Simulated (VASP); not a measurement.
Write the native input for VASP 6.6.1 that does the following.

| Item | Value |
| --- | --- |
| Task | single point |
| Functional | PBE |
| Potentials or basis | VASP PAW PBE potentials, release 64 (Ga_d, P) |
| Cutoff | 520 eV |
| k mesh | 9 × 9 × 9 |
| Occupations | gaussian, width 0.05 eV |
| Spin | no spin polarisation |
| Dipole correction | no |
| Further INCAR settings | ALGO = Normal; EDIFF = 1e-06; NBANDS = 26 |

The structure of GaP lies in POSCAR:

```
GaP
1.0
    1.8458644167      1.0657103179      6.4308101003
   -1.8458644167      1.0657103179      6.4308101003
    0.0000000000     -2.1314206358      6.4308101003
Ga P
2 2
Direct
    0.4353720000      0.4353720000      0.4353720000
    0.5646280000      0.5646280000      0.5646280000
    0.0573890000      0.0573890000      0.0573890000
    0.9426110000      0.9426110000      0.9426110000
```

This cell differs from its parent crystal: strain -0.0500 x Voigt [1, 1, 0, 0, 0, 0].

These files were run (other wordings do the same):

INCAR

```
  PREC = Accurate
  ENCUT = 520
  EDIFF = 1E-6
  ISMEAR = 0
  SIGMA = 0.05
  LREAL = False
  LASPH = True
  NELM = 100
  ALGO = Normal
  ISIF = 2
  LWAVE = False
  LCHARG = False
  GGA = PE
  NBANDS = 26
```

KPOINTS

```
regular mesh
0
Gamma
  9 9 9
```

Potentials or basis: VASP PAW PBE potentials, release 64 (Ga_d, P).

Launch:

```bash
$ cat potpaw_PBE.64/Ga_d/POTCAR potpaw_PBE.64/P/POTCAR > POTCAR
$ mpirun -np 1 vasp_std > vasp.out
```

It gave:

| Quantity | Value |
| --- | --- |
| Pressure | 9.0 GPa |
| Largest force | 0.608 eV/Å |
| Band gap on the k mesh | 0.65 eV (least direct gap 1.40 eV) |

Caveat: the cell differs from its parent crystal (strain -0.0500 x Voigt [1, 1, 0, 0, 0, 0]); the stress differs along the axes, from 2 to 13 GPa; semilocal functionals underestimate gaps, and a narrow one can read as zero.

It took 2.4 min on 1 thread of Intel(R) Xeon(R) 6975P-C (Granite Rapids) (shared host), peak memory 0.42 GiB.
